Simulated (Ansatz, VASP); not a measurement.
## InSe in VASP and in Ansatz

INCAR

```
ALGO = Normal
EDIFF = 1E-6
ENCUT = 520
GGA = PS
ISIF = 2
ISMEAR = -1
LASPH = T
LCHARG = F
LREAL = F
LWAVE = F
NBANDS = 48
NELM = 60
PREC = Accurate
SIGMA = 0.05
```

KPOINTS

```
k-points
0
Gamma
  7 7 2
```

The input POSCAR:

```
InSe
1.0
    3.9663827288      0.0000000000      0.0000000000
   -1.9831913644      3.4349882043      0.0000000000
    0.0000000000      0.0000000000     18.0520649100
In Se
4 4
Direct
    0.3333333333      0.6666666667      0.0773904900
    0.3333333333      0.6666666667      0.9226095100
    0.0000000000      0.0000000000      0.4226063200
    0.0000000000      0.0000000000      0.5773936800
    0.3333333333      0.6666666667      0.3529842800
    0.3333333333      0.6666666667      0.6470157200
    0.6666666667      0.3333333333      0.1469999300
    0.6666666667      0.3333333333      0.8530000700
```

File input.yaml:

```yaml
crystal:
  lattice:
    - [3.9663827288, 0.0, 0.0]
    - [-1.9831913644, 3.4349882043, 0.0]
    - [0.0, 0.0, 18.05206491]
  atoms:
    - { symbol: In, position: [0.3333333333, 0.6666666667, 0.07739049] }
    - { symbol: In, position: [0.3333333333, 0.6666666667, 0.92260951] }
    - { symbol: In, position: [0.0, 0.0, 0.42260632] }
    - { symbol: In, position: [0.0, 0.0, 0.57739368] }
    - { symbol: Se, position: [0.3333333333, 0.6666666667, 0.35298428] }
    - { symbol: Se, position: [0.3333333333, 0.6666666667, 0.64701572] }
    - { symbol: Se, position: [0.6666666667, 0.3333333333, 0.14699993] }
    - { symbol: Se, position: [0.6666666667, 0.3333333333, 0.85300007] }
hamiltonian:
  xc: pbesol
  pseudopotentials: { kind: paw }
kpoints:
  mp_grid: { grid: [7, 7, 2] }
  band_path:
    path:
      - [[0.0, 0.0, 0.0], [0.5, 0.0, 0.0], [0.3333333333, 0.3333333333, 0.0], [0.0, 0.0, 0.0], [0.0, 0.0, 0.5], [0.5, 0.0, 0.5], [0.3333333333, 0.3333333333, 0.5], [0.0, 0.0, 0.5]]
      - [[0.5, 0.0, 0.5], [0.5, 0.0, 0.0]]
      - [[0.3333333333, 0.3333333333, 0.0], [0.3333333333, 0.3333333333, 0.5]]
    npoints: 10
scf:
  occupations: { method: fermi_dirac, width: 0.05 }
  n_extra_bands: 20
output:
  forces: true
  stress: true
  eigenvalues: true
  fatbands: false
```

Alike in both runs: functional PBEsol; k mesh 7 × 7 × 2; occupations fermi-dirac, width 0.05 eV; no spin polarisation.

|  | VASP | Ansatz |
| --- | --- | --- |
| version | VASP 6.6.1 | Ansatz 0.2.0 |
| potentials or method | VASP PAW PBE potentials, release 64 (In_d, Se) | Ansatz PAW |
| plane-wave cutoff (eV) | 520 | 420 |
| valence electrons in the cell | 76 | 116 |
| task | single point | band structure |

```tsv
	VASP	Ansatz	Ansatz less VASP
gap on the k mesh at the Fermi level (eV)	0.87	0.88	+0.011
least direct gap on the mesh (eV)	0.87	0.88	+0.011
pressure (GPa)	1.3	1.2	-0.06
traceless stress, the component that is largest in VASP (GPa)	-0.76	-0.75	+0.013
rms of the force components (eV/Å)	0.218	0.206	-0.0122
```

VASP's potentials were made for PBE, not for PBEsol. Atom by atom the forces differ by 0.012 eV/Å (rms over components). The functional is the same, so the differences come from potentials, cutoffs and numerics. VASP's potentials hold 76 valence electrons a cell and Ansatz's 116, so a difference there can come from the potentials and not from the codes.
